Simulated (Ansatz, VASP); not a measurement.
# Hf: VASP beside Ansatz

```
Hf
1.0
     3.55633    0.00000    0.00000
    -1.77816    2.45697    0.00000
     0.00000    0.00000    5.05780
Hf
2
Cartesian
  0.0000 1.6380 1.2645
  1.7782 0.8190 3.7934
```

Change from the starting cell: strain +0.1125 x Voigt [1, -1, 0, 0, 0, 0], atoms carried along.

Alike in both runs: task single point; functional PBE; k mesh 18 × 18 × 10; occupations gaussian, width 0.15 eV; no spin polarisation.

```csv
,VASP,Ansatz
version,VASP 6.6.1,Ansatz 0.2.0
potentials or method,"VASP PAW PBE potentials, release 64 (Hf_pv), cutoff 520 eV","scalar-relativistic, plane waves, PAW"
valence electrons in the cell,20,52
```

Ansatz gave:

* gap on the k mesh at the Fermi level (eV): none
* pressure (GPa): 2.6
* traceless stress, the component that is largest in VASP (GPa): 9.15
* rms of the force components (eV/Å): 0.394

Estimate VASP's values.

gap on the k mesh at the Fermi level (eV): none; pressure (GPa): 2.3; traceless stress, the component that is largest in VASP (GPa): 9.19; rms of the force components (eV/Å): 0.391.

Atom by atom the forces differ by 0.003 eV/Å (rms over components). A gap of «none» marks a metal or a gap that the smearing closes. With one functional, cell and mesh, what is left measures potentials, basis and numerics. VASP's potentials hold 20 valence electrons a cell and Ansatz's 52, so a difference there can come from the potentials and not from the codes.

Neither program's run includes spin-orbit coupling.
